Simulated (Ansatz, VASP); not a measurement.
**MnSb in VASP and in Ansatz**

```
Mn Sb
1.0
     3.85252    0.00000    0.00000
    -1.92626    3.33638    0.00000
     0.00000    0.00000    5.36568
Mn Sb
2 2
Direct
  0.00000 0.00000 0.00000
  0.00000 0.00000 0.50000
  0.33333 0.66667 0.25000
  0.66667 0.33333 0.75000
```

Change from the starting cell: volume scaled by 0.8, PAW files.

Alike in both runs: task single point; functional PBEsol; k mesh 9 × 9 × 6; occupations fermi-dirac, width 0.1 eV; collinear spin.

|  | VASP | Ansatz |
| --- | --- | --- |
| version | VASP 6.6.1 | Ansatz 0.2.0 |
| potentials or method | VASP PAW PBE potentials, release 64 (Mn_pv, Sb) | PAW with Ansatz's default frozen-core files, scalar-relativistic |
| plane-wave cutoff (eV) | 520 | 420 |
| valence electrons in the cell | 36 | 60 |

|  | VASP | Ansatz | Ansatz less VASP |
| --- | --- | --- | --- |
| pressure (GPa) | 7.0 | 7.0 | +0.01 |
| traceless stress, the component that is largest in VASP (GPa) | -1.66 | -1.71 | -0.053 |
| net moment per atom (μB) | 1.16 | 1.17 | +0.006 |
| size of the moment on the site where the two differ most (μB) | 0.10 | 0.07 | -0.026 |

VASP's potentials were made for PBE, not for PBEsol. Site moments also hang on the region over which each program counts them. VASP's potentials hold 36 valence electrons a cell and Ansatz's 60, so a difference there can come from the potentials and not from the codes.

Spin-orbit coupling is off throughout.
